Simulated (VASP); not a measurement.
# SnO2 (R-3m) in VASP: single point with LDA

Aim: the single point of SnO2 with LDA.

All numbers are computed with VASP 6.6.1; they aren't measurements. Logs are shortened: lines on timing, memory, paths and dates and some standing lists are left out, and cuts for length are marked.

## 1. The cell of the first run

The structure is trigonal, space group R-3m (No. 166). Conventional cell: a = 3.208 Å, b = 3.208 Å, c = 12.244 Å, α = 90.00°, β = 90.00°, γ = 120.00°. Sn (site symmetry -3m) has 6 O at 2.09 Å within 2.8 Å. Within 2.9 Å of O (site symmetry 3m) lie 3 Sn at 2.09 Å and 6 O at 2.67 to 2.84 Å.

## 2. Single point, LDA

File INCAR:

```
ALGO = Normal
EDIFF = 1E-6
ENCUT = 600
GGA = CA
GGA_COMPAT = False
ISIF = 2
ISMEAR = 0
ISYM = 0
KPAR = 4
LASPH = True
LCHARG = False
LREAL = False
LWAVE = False
NBANDS = 35
NELM = 120
PREC = Accurate
SIGMA = 0.05
```

File KPOINTS:

```
k-points
0
Gamma
  12 12 8
```

File POSCAR:

```
SnO2
1.0
    1.6039156910     -2.7780634678      0.0000000000
    3.2078313819      0.0000000000      0.0000000000
    1.6039156910     -0.9260211559      8.1627618294
Sn O
2 4
Direct
    0.7500000000      0.7500000000      0.7500000000
    0.2500000000      0.2500000000      0.2500000000
    0.8774047273      0.8774047273      0.3677858182
    0.3774047273      0.3774047273      0.8677858182
    0.6225952727      0.6225952727      0.1322141818
    0.1225952727      0.1225952727      0.6322141818
```

Potentials or basis: VASP PAW LDA potentials, release 64 (Sn_d, O).

On the command line:

```sh
> cat potpaw_LDA.64/Sn_d/POTCAR potpaw_LDA.64/O/POTCAR > POTCAR
> mpirun -np 4 vasp_std > vasp.out
```

OUTCAR:

```text
EDIFF = 1E-6
   ENCUT = 600
   GGA = CA
   ISIF = 2
   ISMEAR = 0
   ISYM = 0
   LASPH = True
   LREAL = False
   NELM = 120
   PREC = Accurate

 ion  position               nearest neighbor table
   1  0.750  0.750  0.750-   4 2.09   6 2.09   4 2.09   6 2.09   4 2.09   6 2.09
   2  0.250  0.250  0.250-   3 2.09   5 2.09   3 2.09   5 2.09   3 2.09   5 2.09
   3  0.877  0.877  0.368-   2 2.09   2 2.09   2 2.09
   4  0.377  0.377  0.868-   1 2.09   1 2.09   1 2.09
   5  0.623  0.623  0.132-   2 2.09   2 2.09   2 2.09
   6  0.123  0.123  0.632-   1 2.09   1 2.09   1 2.09

IMPORTANT INFORMATION: All symmetrisations will be switched off!
NOSYMM: (Re-)initialisation of all symmetry stuff for point group C_1.

----------------------------------------------------------------------------------------

                                     Primitive cell

  volume of cell :      72.7429

  direct lattice vectors                    reciprocal lattice vectors
     1.603915691 -2.778063468  0.000000000     0.000000000 -0.359962978 -0.040835852
     3.207831382  0.000000000  0.000000000     0.311737084  0.179981489 -0.040835852
     1.603915691 -0.926021156  8.162761829     0.000000000  0.000000000  0.122507556

  length of vectors
     3.207831382  3.207831382  8.370229472     0.362271877  0.362271877  0.122507556

  position of ions in fractional coordinates (direct lattice)
     0.750000000  0.750000000  0.750000000
     0.250000000  0.250000000  0.250000000
     0.877404727  0.877404727  0.367785818
     0.377404727  0.377404727  0.867785818
     0.622595273  0.622595273  0.132214182
     0.122595273  0.122595273  0.632214182

  ion indices of the primitive-cell ions
   primitive index   ion index
                 1           1
                 2           2
                 3           3
                 4           4
                 5           5
                 6           6

----------------------------------------------------------------------------------------

 KPOINTS: k-points

Automatic generation of k-mesh.
 Grid dimensions read from file:
 generate k-points for:   12   12    8

 Generating k-lattice:

  Cartesian coordinates                     Fractional coordinates (reciprocal lattice)
     0.000000000 -0.029996915 -0.003402988     0.083333333  0.000000000  0.000000000
     0.025978090  0.014998457 -0.003402988     0.000000000  0.083333333  0.000000000
     0.000000000  0.000000000  0.015313444     0.000000000  0.000000000  0.125000000

  Length of vectors
     0.030189323  0.030189323  0.015313444

  Shift w.r.t. Gamma in fractional coordinates (k-lattice)
     0.000000000  0.000000000  0.000000000

 -----------------------------------------------------------------------------
|                                                                             |
|           W    W    AA    RRRRR   N    N  II  N    N   GGGG   !!!           |
|           W    W   A  A   R    R  NN   N  II  NN   N  G    G  !!!           |
|           W    W  A    A  R    R  N N  N  II  N N  N  G       !!!           |
|           W WW W  AAAAAA  RRRRR   N  N N  II  N  N N  G  GGG   !            |
|           WW  WW  A    A  R   R   N   NN  II  N   NN  G    G                |
|           W    W  A    A  R    R  N    N  II  N    N   GGGG   !!!           |
|                                                                             |
|     Your reciprocal lattice and k-lattice belong to different lattice       |
|     classes:                                                                |
|                                                                             |
|        The reciprocal lattice is rhombohedral (trigonal),                   |
|        whereas your k-lattice is base-centered monoclinic.                  |
|                                                                             |
|     Results are often still useful ...                                      |
|                                                                             |
 -----------------------------------------------------------------------------

 WARNING: IBZKPT: internal override: KBLOWUP is changed to .FALSE.
      ... skipping the blow-up phase ...

 Subroutine IBZKPT returns following result:
 ===========================================

 Found    580 irreducible k-points:

 Following reciprocal coordinates:
            Coordinates               Weight
  0.000000  0.000000  0.000000      1.000000
  0.083333  0.000000  0.000000      2.000000
  0.166667  0.000000  0.000000      2.000000
  0.250000  0.000000  0.000000      2.000000
  0.333333  0.000000  0.000000      2.000000
  0.416667  0.000000  0.000000      2.000000
[... 16 lines left out ...]
  0.250000  0.166667  0.000000      2.000000
  0.333333  0.166667  0.000000      2.000000
 [... further k-points ...]
   k-points           NKPTS =    580   k-points in BZ     NKDIM =    580   number of bands    NBANDS=     35
   number of dos      NEDOS =    301   number of ions     NIONS =      6
   total plane-waves  NPLWV =  54880
   dimension x,y,z NGX =    28 NGY =   28 NGZ =   70
   dimension x,y,z NGXF=    56 NGYF=   56 NGZF=  140
   ions per type =               2   4
   NGX,Y,Z   is equivalent  to a cutoff of  14.51, 14.51, 13.90 a.u.
   NGXF,Y,Z  is equivalent  to a cutoff of  29.02, 29.02, 27.81 a.u.
 SYSTEM =  unknown system
   PREC   = accura    normal or accurate (medium, high low for compatibility)
   ISTART =      0    job   : 0-new  1-cont  2-samecut
   ICHARG =      2    charge: 1-file 2-atom 10-const
   ISPIN  =      1    spin polarized calculation?
   LNONCOLLINEAR =      F non collinear calculations
   LSORBIT =      F    spin-orbit coupling
   LASPH  =      T    aspherical Exc in radial PAW
   ENCUT  =  600.0 eV  44.10 Ry    6.64 a.u.   6.41  6.41 16.72*2*pi/ulx,y,z
   NELM   =    120;   NELMIN=  2; NELMDL= -5     # of ELM steps
   EDIFF  = 0.1E-05   stopping-criterion for ELM
   LREAL  =      F    real-space projection
   EDIFFG = 0.1E-04   stopping-criterion for IOM
   NSW    =      0    number of steps for IOM
   IBRION =     -1    ionic relax: 0-MD 1-quasi-New 2-CG
   NFREE  =      0    steps in history (QN), initial steepest desc. (CG)
   ISIF   =      2    stress and relaxation
   ISYM   =      0    0-nonsym 1-usesym 2-fastsym
   POTIM  = 0.5000    time-step for ionic-motion
   TEBEG  =    0.0;   TEEND  =   0.0 temperature during run
   PSTRESS=    0.0 pullay stress
   NELECT =      52.0000    total number of electrons
   NUPDOWN=      -1.0000    fix difference up-down
   EMIN   =  10.00;   EMAX   =-10.00  energy-range for DOS
   EFERMI =   0.00;   METHOD = LEGACY
   ISMEAR =     0;   SIGMA  =   0.05  broadening in eV -4-tet -1-fermi 0-gaus
   EFERMI_NEDOS =   21; number of points for ismear=-14 and -15
   IALGO  =     38    algorithm
   IMIX   =      4    mixing-type and parameters
     AMIX     =   0.40;   BMIX     =  1.00
     AMIX_MAG =   1.60;   BMIX_MAG =  1.00
  volume/ion in A,a.u.               =      12.12        81.82
  Fermi-wavevector in a.u.,A,eV,Ry     =   1.463791  2.766163 29.152978  2.142683
  Thomas-Fermi vector in A             =   2.579844
   LORBIT       =      0    0 simple, 1 ext, 2 COOP (PROOUT), +10 PAW based schemes
   GGA     = CA    functional components
   LHFCALC =     F    Hartree Fock is set to
   AEXX    =    0.0000 exact exchange contribution
   IVDW    =     0    specifies the selected vdW correction
   LEPSILON=     F    determine dielectric tensor
   LRPA    =     F    only Hartree local field effects (RPA)
 non-spin polarized calculation
 Gauss-broadening in eV      SIGMA  =   0.05
  energy-cutoff  :      600.00
  volume of cell :       72.74
 maximum number of plane-waves:      2456
 NGX is ok and might be reduce to    28
   NGX = 13   NGY = 13   NGZ = 33

 number of electron      51.9999990 magnetization

 Free energy of the ion-electron system (eV)
  ---------------------------------------------------
  ext. energy  EPLUGINS =         0.00000000
  ---------------------------------------------------
  free energy    TOTEN  =       -41.13053835 eV

  energy without entropy =      -41.13053835  energy(sigma->0) =      -41.13053835

 E-fermi :   5.7714     XC(G=0): -11.6868

 val. band max:        5.5068119100   @ k =   0.0000   0.0000   0.0000
 cond. band min:       7.0708375743   @ k =   0.0000   0.0000   0.0000
 fundamental gap:      1.5640256643
 Fermi energy:         5.7713581711

 k-point     1 :       0.0000    0.0000    0.0000
  band No.  band energies     occupation
      1     -14.7814      2.00000
      2     -14.7758      2.00000
      3     -14.4661      2.00000
      4     -14.4661      2.00000
      5     -14.4635      2.00000
      6     -14.4635      2.00000
[... 27 lines left out ...]
     34      16.6184      0.00000
     35      19.0155      0.00000

 k-point     2 :       0.0833    0.0000    0.0000
  band No.  band energies     occupation
      1     -14.7453      2.00000
      2     -14.7370      2.00000
      3     -14.5299      2.00000
      4     -14.5272      2.00000
      5     -14.4495      2.00000
      6     -14.4467      2.00000
[... 27 lines left out ...]
     34      16.7713      0.00000
     35      19.3757      0.00000

 k-point     3 :       0.1667    0.0000    0.0000
  band No.  band energies     occupation
      1     -14.7630      2.00000
      2     -14.7510      2.00000
      3     -14.5934      2.00000
      4     -14.5771      2.00000
      5     -14.4080      2.00000
      6     -14.4046      2.00000
[... 27 lines left out ...]
     34      17.1707      0.00000
     35      18.6576      0.00000

 k-point     4 :       0.2500    0.0000    0.0000
  band No.  band energies     occupation
      1     -14.9800      2.00000
      2     -14.9626      2.00000
      3     -14.4762      2.00000
      4     -14.4564      2.00000
      5     -14.3664      2.00000
      6     -14.3626      2.00000
[... 27 lines left out ...]
     34      17.6051      0.00000
     35      17.6611      0.00000

 k-point     5 :       0.3333    0.0000    0.0000
  band No.  band energies     occupation
      1     -15.1821      2.00000
      2     -15.1663      2.00000
      3     -14.3963      2.00000
      4     -14.3857      2.00000
      5     -14.3476      2.00000
      6     -14.3446      2.00000
[... 638 lines left out ...]
 k-point    22 :       0.1667    0.1667    0.0000
  band No.  band energies     occupation
      1     -14.7614      2.00000
      2     -14.7529      2.00000
      3     -14.5920      2.00000
      4     -14.5784      2.00000
      5     -14.4081      2.00000
      6     -14.4045      2.00000
[... 27 lines left out ...]
     34      17.2143      0.00000
     35      18.6312      0.00000

 k-point    23 :       0.2500    0.1667    0.0000
  band No.  band energies     occupation
      1     -14.8572      2.00000
      2     -14.8447      2.00000
      3     -14.5889      2.00000
      4     -14.5766      2.00000
      5     -14.3574      2.00000
      6     -14.3529      2.00000
[... 27 lines left out ...]
     34      17.3451      0.00000
     35      18.0510      0.00000

 k-point    24 :       0.3333    0.1667    0.0000
  band No.  band energies     occupation
      1     -14.9829      2.00000
      2     -14.9654      2.00000
      3     -14.5970      2.00000
      4     -14.5884      2.00000
      5     -14.3157      2.00000
      6     -14.3093      2.00000
[... 27 lines left out ...]
     34      17.3145      0.00000
     35      17.8937      0.00000

 [... further k-points ...]

------------------------ aborting loop because EDIFF is reached ----------------------------------------

  FORCE on cell =-STRESS in cart. coord.  units (eV):
  Direction    XX          YY          ZZ          XY          YZ          ZX
  --------------------------------------------------------------------------------------
  -------------------------------------------------------------------------------------
  Total        0.5165971      0.5163705      0.0604095     -0.0001964      0.0000675     -0.0001154
  in kB       11.3781528     11.3731616      1.3305316     -0.0043255      0.0014865     -0.0025418
  external PRESSURE =       8.0272820 kB  Pullay stress =       0.0000000 kB

 VOLUME and BASIS-vectors are now :
 -----------------------------------------------------------------------------
  energy-cutoff  :      600.00
  volume of cell :       72.74
      direct lattice vectors                 reciprocal lattice vectors
     1.603915691 -2.778063468  0.000000000     0.000000000 -0.359962978 -0.040835852
     3.207831382  0.000000000  0.000000000     0.311737084  0.179981489 -0.040835852
     1.603915691 -0.926021156  8.162761829     0.000000000  0.000000000  0.122507556

 POSITION                                       TOTAL-FORCE (eV/Angst)
 -----------------------------------------------------------------------------------
      4.81175     -2.77806      6.12207        -0.000001     -0.000000      0.000016
      1.60392     -0.92602      2.04069        -0.000000     -0.000000     -0.000001
      4.81175     -2.77806      3.00215         0.000161     -0.000093      0.060394
      3.20783     -1.85204      7.08353         0.000162     -0.000093      0.060369
      3.20783     -1.85204      1.07923        -0.000162      0.000094     -0.060376
      1.60392     -0.92602      5.16061        -0.000161      0.000093     -0.060402
 -----------------------------------------------------------------------------------
    total drift:                               -0.000002     -0.000001     -0.000027

  FREE ENERGIE OF THE ION-ELECTRON SYSTEM (eV)
  ---------------------------------------------------
  free  energy   TOTEN  =       -41.1305383468 eV

  energy  without entropy=      -41.1305383468  energy(sigma->0) =      -41.13053835
```

It took 16 min on 4 MPI ranks of Oxide Virtual Turin-like, shared host; peak memory 1.2 GiB.

What came out:

```
Free energy            : -41.1305 eV
Pressure               : 0.8 GPa
Largest force          : 0.060 eV/Å
Band gap on the k mesh : 1.56 eV
```

Forces on the atoms (eV/Å):
```
Sn   0.000  0.000  0.000
Sn   0.000  0.000  0.000
O    0.000  0.000  0.060
O    0.000  0.000  0.060
O    0.000  0.000 -0.060
O    0.000  0.000 -0.060
```

Levels at points of the mesh, in eV from the valence-band top:
```
           k point  band 23  band 24  band 25  band 26  band 27  band 28  band 29  band 30
(0.00, 0.00, 0.00)    -1.42    -1.20    -1.20     0.00     1.56     3.79     5.22     5.88
(0.50, 0.00, 0.00)    -0.84    -0.84    -0.67    -0.67     5.12     5.12     7.29     7.29
(0.00, 0.50, 0.00)    -0.84    -0.84    -0.67    -0.67     5.12     5.12     7.29     7.29
(0.50, 0.50, 0.00)    -1.13    -1.11    -0.59    -0.05     4.76     5.50     6.68     7.87
(0.00, 0.00, 0.50)    -1.28    -1.28    -1.28    -1.28     2.87     2.87     5.57     5.57
(0.50, 0.00, 0.50)    -1.13    -1.11    -0.59    -0.05     4.76     5.50     6.68     7.87
(0.00, 0.50, 0.50)    -1.13    -1.11    -0.59    -0.05     4.76     5.50     6.68     7.87
(0.50, 0.50, 0.50)    -0.84    -0.84    -0.67    -0.67     5.12     5.12     7.29     7.29
```

Caveat: spin-orbit coupling is left out, which moves the levels of the heavy elements.
